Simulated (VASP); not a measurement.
Crystal: Ag.

```
Ag
1.0
    -1.28001    1.28001    1.28001
     1.28001   -1.28001    1.28001
     1.28001    1.28001   -1.28001
Ag
1
Direct
  0.00000 0.00000 0.00000
```

This cell differs from its parent crystal: volume scaled by 0.5.

Base run:

```yaml
Program: VASP 6.6.1
Functional: PBEsol
Potentials_or_basis: VASP PAW PBE potentials, release 64 (Ag)
Cutoff: 520 eV
k_mesh: 18 × 18 × 18
Occupations: fermi-dirac, width 0.08 eV
Spin: no spin polarisation
```

Its results: pressure 531.6 GPa.

Q: The run is repeated on the same cell with these changes: occupations from fermi-dirac, width 0.08 eV to tetrahedron. What comes out?

A: Pressure 532.9 GPa.

Caveats: the PAW data sets were made with another functional, which shifts forces and pressure a little.
